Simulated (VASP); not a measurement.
# GaAs (F-43m) in VASP: single point with LDA

Aim: the single point of GaAs with LDA.

Program: VASP 6.6.1. These are calculated values, not measurements. Logs are shortened: lines on timing, memory, paths and dates and some standing lists are left out, and cuts for length are marked.

## (1) The cell of the first run

The structure is cubic, space group F-43m (No. 216). Conventional cell: a = 5.665 Å, b = 5.665 Å, c = 5.665 Å, α = 90.00°, β = 90.00°, γ = 90.00°. Ga (site symmetry -43m) has 4 As at 2.45 Å within 3.2 Å. Within 3.2 Å of As (site symmetry -43m) lie 4 Ga at 2.45 Å.

## (2) Single point, LDA

INCAR reads:

```
SYSTEM = GaAs
PREC = Accurate
ENCUT = 500
EDIFF = 1E-6
ISMEAR = -1
SIGMA = 0.01
LREAL = .False.
LASPH = .True.
NELM = 120
ALGO = Normal
ISIF = 2
LWAVE = .False.
LCHARG = .False.
NBANDS = 16
GGA_COMPAT = .False.
```

KPOINTS reads:

```
regular mesh
0
Gamma
  9 9 9
  0 0 0
```

POSCAR reads:

```
GaAs
1.0
    0.0000000000      2.8324871021      2.8324871021
    2.8324871021      0.0000000000      2.8324871021
    2.8324871021      2.8324871021      0.0000000000
Ga As
1 1
Direct
    0.0000000000      0.0000000000      0.0000000000
    0.7499999995      0.7499999995      0.7499999995
```

Potentials or basis: VASP PAW LDA potentials, release 64 (Ga_d, As).

Run with:

```
$ cat potpaw_LDA.64/Ga_d/POTCAR potpaw_LDA.64/As/POTCAR > POTCAR
$ mpirun -np 1 vasp_std > vasp.out
```

OUTCAR:

```text
SYSTEM = GaAs
   PREC = Accurate
   ENCUT = 500
   EDIFF = 1E-6
   ISMEAR = -1
   LREAL = .False.
   LASPH = .True.
   NELM = 120
   ISIF = 2

 ion  position               nearest neighbor table
   1  0.000  0.000  0.000-   2 2.45   2 2.45   2 2.45   2 2.45
   2  0.750  0.750  0.750-   1 2.45   1 2.45   1 2.45   1 2.45

  LATTYP: Found a face centered cubic cell.
 ALAT       =     5.6649742042

  Lattice vectors:

 A1 = (   0.0000000000,   2.8324871021,   2.8324871021)
 A2 = (   2.8324871021,   0.0000000000,   2.8324871021)
 A3 = (   2.8324871021,   2.8324871021,   0.0000000000)

Analysis of symmetry for initial positions (statically):
=====================================================================
 Subroutine PRICEL returns:
 Original cell was already a primitive cell.

 Routine SETGRP: Setting up the symmetry group for a
 face centered cubic supercell.

 Subroutine GETGRP returns: Found 24 space group operations
 (whereof 24 operations were pure point group operations)
 out of a pool of 48 trial point group operations.

The static configuration has the point symmetry T_d .

Analysis of symmetry for dynamics (positions and initial velocities):
=====================================================================
 Subroutine PRICEL returns:
 Original cell was already a primitive cell.

 Routine SETGRP: Setting up the symmetry group for a
 face centered cubic supercell.

 Subroutine GETGRP returns: Found 24 space group operations
 (whereof 24 operations were pure point group operations)
 out of a pool of 48 trial point group operations.

The dynamic configuration has the point symmetry T_d .

 Subroutine INISYM returns: Found 24 space group operations
 (whereof 24 operations are pure point group operations),
 and found     1 'primitive' translations

----------------------------------------------------------------------------------------

                                     Primitive cell

  volume of cell :      45.4500

  direct lattice vectors                    reciprocal lattice vectors
     0.000000000  2.832487102  2.832487102    -0.176523310  0.176523310  0.176523310
     2.832487102  0.000000000  2.832487102     0.176523310 -0.176523310  0.176523310
     2.832487102  2.832487102  0.000000000     0.176523310  0.176523310 -0.176523310

  length of vectors
     4.005741675  4.005741675  4.005741675     0.305747342  0.305747342  0.305747342

[... 79 lines left out ...]
   NELM   =    120;   NELMIN=  2; NELMDL= -5     # of ELM steps
   EDIFF  = 0.1E-05   stopping-criterion for ELM
   LREAL  =      F    real-space projection
   EDIFFG = 0.1E-04   stopping-criterion for IOM
   NSW    =      0    number of steps for IOM
   IBRION =     -1    ionic relax: 0-MD 1-quasi-New 2-CG
   NFREE  =      0    steps in history (QN), initial steepest desc. (CG)
   ISIF   =      2    stress and relaxation
   ISYM   =      2    0-nonsym 1-usesym 2-fastsym
   POTIM  = 0.5000    time-step for ionic-motion
   TEBEG  =    0.0;   TEEND  =   0.0 temperature during run
   PSTRESS=    0.0 pullay stress
   NELECT =      18.0000    total number of electrons
   NUPDOWN=      -1.0000    fix difference up-down
   EMIN   =  10.00;   EMAX   =-10.00  energy-range for DOS
   EFERMI =   0.00;   METHOD = LEGACY
   ISMEAR =    -1;   SIGMA  =   0.01  broadening in eV -4-tet -1-fermi 0-gaus
   EFERMI_NEDOS =   21; number of points for ismear=-14 and -15
   IALGO  =     38    algorithm
   IMIX   =      4    mixing-type and parameters
     AMIX     =   0.40;   BMIX     =  1.00
     AMIX_MAG =   1.60;   BMIX_MAG =  1.00
  volume/ion in A,a.u.               =      22.72       153.36
  Fermi-wavevector in a.u.,A,eV,Ry     =   1.202230  2.271886 19.665290  1.445358
  Thomas-Fermi vector in A             =   2.338018
   LORBIT       =      0    0 simple, 1 ext, 2 COOP (PROOUT), +10 PAW based schemes
   GGA     = CA    functional components
   LHFCALC =     F    Hartree Fock is set to
   AEXX    =    0.0000 exact exchange contribution
   IVDW    =     0    specifies the selected vdW correction
   LEPSILON=     F    determine dielectric tensor
   LRPA    =     F    only Hartree local field effects (RPA)
 non-spin polarized calculation
  energy-cutoff  :      500.00
  volume of cell :       45.45
 maximum number of plane-waves:      1167
 NGX is ok and might be reduce to    30
   NGX = 15   NGY = 15   NGZ = 15

 number of electron      17.9999991 magnetization

 Free energy of the ion-electron system (eV)
  ---------------------------------------------------
  ext. energy  EPLUGINS =         0.00000000
  ---------------------------------------------------
  free energy    TOTEN  =        -9.63153605 eV

  energy without entropy =       -9.63153605  energy(sigma->0) =       -9.63153605

 E-fermi :   3.8933     XC(G=0):  -9.8860

 val. band max:        3.7441150536   @ k =   0.0000   0.0000   0.0000
 cond. band min:       4.0311935626   @ k =   0.0000   0.0000   0.0000
 fundamental gap:      0.2870785090
 Fermi energy:         3.8933234428

 k-point     1 :       0.0000    0.0000    0.0000
  band No.  band energies     occupation
      1     -11.1739      2.00000
      2     -11.1739      2.00000
      3     -11.1739      2.00000
      4     -11.0972      2.00000
      5     -11.0972      2.00000
      6      -8.9776      2.00000
[... 433 lines left out ...]
      3     -11.1280      2.00000
      4     -11.1211      2.00000
      5     -11.0852      2.00000
      6      -6.6464      2.00000
[... 8 lines left out ...]
     15      16.8495      0.00000
     16      17.0423      0.00000

 [... further k-points ...]

------------------------ aborting loop because EDIFF is reached ----------------------------------------

  FORCE on cell =-STRESS in cart. coord.  units (eV):
  Direction    XX          YY          ZZ          XY          YZ          ZX
  --------------------------------------------------------------------------------------
  -------------------------------------------------------------------------------------
  Total       -0.5713631     -0.5713631     -0.5713631      0.0000000      0.0000000     -0.0000000
  in kB      -20.1413682    -20.1413682    -20.1413682      0.0000000      0.0000000     -0.0000000
  external PRESSURE =     -20.1413682 kB  Pullay stress =       0.0000000 kB

 VOLUME and BASIS-vectors are now :
 -----------------------------------------------------------------------------
  energy-cutoff  :      500.00
  volume of cell :       45.45
      direct lattice vectors                 reciprocal lattice vectors
     0.000000000  2.832487102  2.832487102    -0.176523310  0.176523310  0.176523310
     2.832487102  0.000000000  2.832487102     0.176523310 -0.176523310  0.176523310
     2.832487102  2.832487102  0.000000000     0.176523310  0.176523310 -0.176523310

 POSITION                                       TOTAL-FORCE (eV/Angst)
 -----------------------------------------------------------------------------------
      0.00000      0.00000      0.00000         0.000000      0.000000      0.000000
      4.24873      4.24873      4.24873        -0.000000     -0.000000     -0.000000
 -----------------------------------------------------------------------------------
    total drift:                                0.000001      0.000001      0.000001

  FREE ENERGIE OF THE ION-ELECTRON SYSTEM (eV)
  ---------------------------------------------------
  free  energy   TOTEN  =        -9.6315360461 eV

  energy  without entropy=       -9.6315360453  energy(sigma->0) =       -9.63153605
```

OSZICAR:

```text
N       E                     dE             d eps       ncg     rms          rms(c)
DAV:   1     0.799736430589E+02    0.79974E+02   -0.87339E+03  1160   0.151E+03
DAV:   2    -0.344550588599E+01   -0.83419E+02   -0.79332E+02  1296   0.297E+02
DAV:   3    -0.975736923400E+01   -0.63119E+01   -0.62940E+01  1352   0.649E+01
DAV:   4    -0.985399809006E+01   -0.96629E-01   -0.96616E-01  1424   0.892E+00
DAV:   5    -0.985544618357E+01   -0.14481E-02   -0.14481E-02  1296   0.990E-01    0.296E+00
DAV:   6    -0.967441420714E+01    0.18103E+00   -0.21573E-01  1768   0.802E+00    0.173E+00
DAV:   7    -0.963481584647E+01    0.39598E-01   -0.60471E-02  1560   0.179E+00    0.519E-01
DAV:   8    -0.963154686760E+01    0.32690E-02   -0.86367E-03  1360   0.101E+00    0.100E-01
DAV:   9    -0.963152479392E+01    0.22074E-04   -0.66403E-04  1376   0.322E-01    0.418E-02
DAV:  10    -0.963153123288E+01   -0.64390E-05   -0.39386E-05  1736   0.628E-02    0.220E-02
DAV:  11    -0.963153618035E+01   -0.49475E-05   -0.68827E-06  1272   0.404E-02    0.240E-03
DAV:  12    -0.963153604611E+01    0.13424E-06   -0.45464E-07   912   0.103E-02
   1 F= -.96315360E+01 E0= -.96315360E+01  d E =-.851261E-09
```

stdout:

```text
POSCAR found type information on POSCAR GaAs
 POSCAR found :  2 types and       2 ions
 scaLAPACK will be used
 LDA part: xc-table for (Slater(with rela. corr.)+CA(PZ))
 , standard interpolation
 POSCAR, INCAR and KPOINTS ok, starting setup
 FFT: planning ... GRIDC
 FFT: planning ... GRID_SOFT
 FFT: planning ... GRID
 WAVECAR not read
 entering main loop
```

Run time: 14 s. Hardware: 1 thread of Intel Xeon Platinum 8559C (Emerald Rapids), shared host; peak memory 0.15 GiB.

Results:

```
Free energy            : -9.6315 eV
Pressure               : -2.0 GPa
Band gap on the k mesh : 0.29 eV
```
